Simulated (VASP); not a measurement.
Wanted: the native input for a VASP 6.6.1 run.

```yaml
Task: density of states
Functional: BLYP
Potentials_or_basis: VASP PAW PBE potentials, release 64 (Pd)
Cutoff: 520 eV
k_mesh: 12 × 12 × 12
Occupations: fermi-dirac, width 0.05 eV
Spin: non-collinear spin, typed start, spin-orbit coupling
Starting_moments: "[[0.289, 0.289, 0.289]] μB"
Dipole_correction: no
k_mesh_for_the_DOS: 18 × 18 × 18
Occupations_for_the_DOS: tetrahedron
Further_INCAR_settings: ALGO = Normal; EDIFF = 1e-07; NBANDS = 21
```

Crystal: Pd.

```xyz
1
Lattice="0.0000 1.9465 1.9465 1.9465 0.0000 1.9465 1.9465 1.9465 0.0000" Properties=species:S:1:pos:R:3 pbc="T T T"
Pd    0.0000    0.0000    0.0000
```

These files were run (other wordings do the same):

POSCAR

```
Pd
1.0
    0.0000000000      1.9465000000      1.9465000000
    1.9465000000      0.0000000000      1.9465000000
    1.9465000000      1.9465000000      0.0000000000
Pd
1
Direct
    0.0000000000      0.0000000000      0.0000000000
```

INCAR.step1

```
SYSTEM = Pd
PREC = Accurate ; ENCUT = 520
EDIFF = 1E-7 ; ISMEAR = -1
SIGMA = 0.05 ; LREAL = .False.
LASPH = .True. ; NELM = 150
ALGO = Normal ; ISIF = 2
LWAVE = .False. ; LCHARG = .True.
MAGMOM = 0.289 0.289 0.289 ; LSORBIT = .True.
GGA_COMPAT = .False. ; LORBMOM = .True.
LMAXMIX = 4 ; GGA = B5
ALDAX = 1.0 ; AGGAX = 1.0
AGGAC = 1.0 ; ALDAC = 0.0
NBANDS = 21
```

KPOINTS.step1

```
Automatic mesh
0
Gamma
  12 12 12
  0 0 0
```

INCAR.step2

```
SYSTEM = Pd
PREC = Accurate ; ENCUT = 520
EDIFF = 1E-7 ; ISMEAR = -5
SIGMA = 0.05 ; LREAL = .False.
LASPH = .True. ; NELM = 150
ALGO = Normal ; ISIF = 2
LWAVE = .False. ; LCHARG = .False.
MAGMOM = 0.289 0.289 0.289 ; LORBIT = 10
LSORBIT = .True. ; GGA_COMPAT = .False.
LORBMOM = .True. ; LMAXMIX = 4
GGA = B5 ; ALDAX = 1.0
AGGAX = 1.0 ; AGGAC = 1.0
ALDAC = 0.0 ; NBANDS = 21
NEDOS = 2001 ; ICHARG = 11
```

KPOINTS.step2

```
Automatic mesh
0
Gamma
  18 18 18
  0 0 0
```

Potentials or basis: VASP PAW PBE potentials, release 64 (Pd).

Launch:

```bash
$ cat potpaw_PBE.64/Pd/POTCAR > POTCAR
$ cp INCAR.step1 INCAR
$ cp KPOINTS.step1 KPOINTS
$ mpirun -np 1 vasp_ncl > vasp.out
$ cp INCAR.step2 INCAR
$ cp KPOINTS.step2 KPOINTS
$ mpirun -np 1 vasp_ncl > vasp.out
```

Results of the run:

```yaml
Net_moment: 0.05 μB per cell
Valence_electrons_inside_the_program's_atomic_spheres: Pd 9.47
```

Run time: 5.3 min on 1 thread of Intel(R) Xeon(R) 6975P-C (Granite Rapids), with other jobs on the host, peak memory 0.49 GiB.
